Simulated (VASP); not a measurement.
Crystal: Pt.

```
CELL_PARAMETERS angstrom
2.53562 0.00000 0.00000
0.00000 2.53562 0.00000
0.00000 0.00000 2.53562
ATOMIC_POSITIONS crystal
Pt 0.00000 0.00000 0.00000
```

* Program: VASP 6.6.1
* Task: relaxation of cell and atoms
* Functional: PBE
* Potentials or basis: VASP PAW PBE potentials, release 64 (Pt)
* Cutoff: 600 eV
* k mesh: 12 × 12 × 12
* Occupations: fermi-dirac, width 0.05 eV
* Spin: collinear spin, ferromagnetic start
* Starting moments: [1.0] μB

At the start: pressure 24.7 GPa; volume 16.30 Å³/atom.

Task: Where does the relaxation end?

Result: Over 5 steps the energy falls by 120.4 meV/atom and the volume is 18.03 Å³/atom (+10.6 %); space group Pm-3m (No. 221, to 0.05 Å); moment 0.00 μB per cell.

The path:
```tsv
step	energy change (eV)	largest force (eV/Å)	pressure (GPa)	volume (Å³)
1	0.0000	0.0000	24.69	16.30
2	0.3480	0.0000	-23.06	22.98
3	-0.1195	0.0000	-1.67	18.20
4	-0.1203	0.0000	-0.32	18.06
5	-0.1204	0.0000	0.06	18.03
```

Final structure:
```
Pt
1.0
     2.62207    0.00000    0.00000
     0.00000    2.62207    0.00000
     0.00000    0.00000    2.62207
Pt
1
Cartesian
  0.0000 0.0000 0.0000
```
